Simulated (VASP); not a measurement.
Here is a VASP 6.6.1 calculation.

The input INCAR:

```
ALGO = Normal ; DIPOL = 0.5 0.5 0.334
EDIFF = 1E-7 ; ENCUT = 520
GGA = PE ; IDIPOL = 3
ISIF = 2 ; ISMEAR = 0
LASPH = T ; LCHARG = T
LDIPOL = T ; LELF = T
LREAL = F ; LVACPOTAV = T
LVHAR = T ; LWAVE = F
NBANDS = 35 ; NELM = 100
PREC = Accurate ; SIGMA = 0.1
```

File KPOINTS:

```
k-points
0
Gamma
  9 7 1
```

Contents of POSCAR:

```
Ti4O
1.0
    2.9075446938      0.0000000000      0.0000000000
    0.0000000000      4.1118891392      0.0000000000
    0.0000000000      0.0000000000     19.6535692687
Ti O
4 1
Direct
    0.5000000000      0.5000000000      0.2035253722
    0.0000000000      0.0000000000      0.2774952616
    0.5000000000      0.5000000000      0.3439484703
    0.0000000000      0.0000000000      0.4148645550
    0.0000000000      0.4000000000      0.4305172337
```

Potentials or basis: VASP PAW PBE potentials, release 64 (Ti_sv, O).

Command:

```bash
$ cat potpaw_PBE.64/Ti_sv/POTCAR potpaw_PBE.64/O/POTCAR > POTCAR
$ mpirun -np 1 vasp_std > vasp.out
```

Problem. What does it give for the band gap on the k mesh?

Solution. Zero (band 27 reaches 0.67 eV, above the bottom of band 28 at 0.15 eV).

Problem. Estimate the largest force.

Solution. 4.886 eV/Å.

Forces on the atoms (eV/Å):
```
Ti   0.000  0.013  0.380
Ti   0.000 -0.245 -0.964
Ti   0.000 -0.235  0.827
Ti   0.000 -4.418 -0.286
O    0.000  4.886  0.043
```
